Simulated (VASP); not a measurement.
Set up this calculation in VASP 6.6.1, as the native input.

```
Task                   : single point
Functional             : PBE
Potentials or basis    : VASP PAW PBE potentials, release 64 (Pt)
Cutoff                 : 520 eV
k mesh                 : 17 × 17 × 17
Occupations            : fermi-dirac, width 0.1 eV
Spin                   : no spin polarisation
Dipole correction      : no
Further INCAR settings : ALGO = Normal; EDIFF = 1e-07; NBANDS = 11
```

The structure of Pt lies in POSCAR:

```
Pt
1.0
    0.0000000000      1.9078127585      1.9078127585
    1.9078127585      0.0000000000      1.9078127585
    1.9078127585      1.9078127585      0.0000000000
Pt
1
Direct
    0.0000000000      0.0000000000      0.0000000000
```

These files were run (other wordings do the same):

INCAR

```
SYSTEM = Pt
PREC = Accurate
ENCUT = 520
EDIFF = 1E-7
ISMEAR = -1
SIGMA = 0.1
LREAL = .FALSE.
LASPH = .TRUE.
NELM = 60
ALGO = Normal
ISIF = 2
LWAVE = .FALSE.
LCHARG = .FALSE.
GGA = PE
NBANDS = 11
```

KPOINTS

```
Automatic mesh
0
G
  17 17 17
  0 0 0
```

Potentials or basis: VASP PAW PBE potentials, release 64 (Pt).

Command:

```bash
$ cat potpaw_PBE.64/Pt/POTCAR > POTCAR
$ mpirun -np 1 vasp_std > vasp.out
```

It gave:

| Item | Value |
| --- | --- |
| Pressure | 40.5 GPa |
| Band gap on the k mesh | zero (band 5 reaches 13.47 eV, above the bottom of band 6 at 10.95 eV) |

Caveat: spin-orbit coupling is left out, which moves the levels of the heavy elements.

Wall time 29 s on 1 thread of Intel(R) Xeon(R) Platinum 8375C CPU @ 2.90GHz (Ice Lake), on a shared host, peak memory 0.14 GiB.
